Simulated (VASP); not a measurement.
Ru:

```
Ru
1.0
    -1.50986    1.50986    1.50986
     1.50986   -1.50986    1.50986
     1.50986    1.50986   -1.50986
Ru
1
Direct
  0.00000 0.00000 0.00000
```

- Program: VASP 6.6.1
- Task: relaxation of cell and atoms
- Functional: PBE
- Potentials or basis: VASP PAW PBE potentials, release 64 (Ru_pv)
- Cutoff: 500 eV
- k mesh: 19 × 19 × 19
- Occupations: fermi-dirac, width 0.1 eV
- Spin: no spin polarisation

At the start: pressure 10.5 GPa; volume 13.77 Å³/atom.

**Question.** How do energy, volume and symmetry change on relaxing?

**Answer.** Over 16 steps the energy falls by 15.3 meV/atom and the volume is 14.25 Å³/atom (+3.5 %); space group Im-3m (No. 229, to 0.05 Å).

Step by step:
```
step  energy change (eV)  largest force (eV/Å)  pressure (GPa)  volume (Å³)
   1              0.0000                0.0000           10.49        13.77
   2              0.0825                0.0000          -20.58        15.64
   3             -0.0153                0.0000           -0.29        14.27
   4             -0.0153                0.0000           -0.07        14.26
   5             -0.0153                0.0000            0.12        14.25
   6             -0.0153                0.0000            0.12        14.25
   7             -0.0153                0.0000            0.10        14.25
   8             -0.0153                0.0000            0.10        14.25
   9             -0.0153                0.0000            0.10        14.25
  10             -0.0153                0.0000            0.10        14.25
  11             -0.0153                0.0000            0.10        14.25
  12             -0.0153                0.0000            0.10        14.25
  13             -0.0153                0.0000            0.09        14.25
  14             -0.0153                0.0000            0.09        14.25
  15             -0.0153                0.0000            0.06        14.25
  16             -0.0153                0.0000            0.02        14.25
```

Final structure:
```cif
data_structure
_symmetry_space_group_name_H-M 'P 1'
_symmetry_Int_Tables_number 1
_cell_length_a 2.6455
_cell_length_b 2.6455
_cell_length_c 2.6455
_cell_angle_alpha 109.471
_cell_angle_beta 109.471
_cell_angle_gamma 109.471
_cell_volume 14.25
loop_
_atom_site_label
_atom_site_type_symbol
_atom_site_fract_x
_atom_site_fract_y
_atom_site_fract_z
_atom_site_occupancy
Ru1 Ru 0.00000 0.00000 0.00000 1
```
